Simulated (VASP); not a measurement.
SiO2, 12 atoms in the cell. It takes space group P4_32_12 (No. 96, tetragonal). The conventional cell has a = 4.890 Å, b = 4.890 Å, c = 6.689 Å, α = 90.00°, β = 90.00°, γ = 90.00°. Within 2.2 Å of Si (site symmetry 2) lie 4 O at 1.62 to 1.63 Å. Within 2.2 Å of O (site symmetry 1) lie 2 Si at 1.62 to 1.63 Å. 

| Item | Value |
| --- | --- |
| Program | VASP 6.6.1 |
| Task | single point |
| Functional | BLYP |
| Dispersion | D3(BJ) |
| Potentials or basis | VASP PAW PBE potentials, release 64 (Si, O) |
| Cutoff | 520 eV |
| k mesh | 6 × 6 × 4 |
| Occupations | fermi-dirac, width 0.05 eV |
| Spin | no spin polarisation |
| Dipole correction | no |
| Further INCAR settings | ALGO = Normal; EDIFF = 1e-06; NBANDS = 44 |

Potentials or basis: VASP PAW PBE potentials, release 64 (Si, O).

Launch:

```sh
$ cat potpaw_PBE.64/Si/POTCAR potpaw_PBE.64/O/POTCAR > POTCAR
$ mpirun -np 1 vasp_std > vasp.out
```

Hardware: 1 thread of Intel(R) Xeon(R) 6975P-C (Granite Rapids), with other jobs on the host.

**Question.** How long does it take, and how much memory?

**Answer.** Run time: 94 s on 1 thread of Intel(R) Xeon(R) 6975P-C (Granite Rapids), with other jobs on the host, peak memory 0.32 GiB. Counts: scf iterations 13, k points 30.
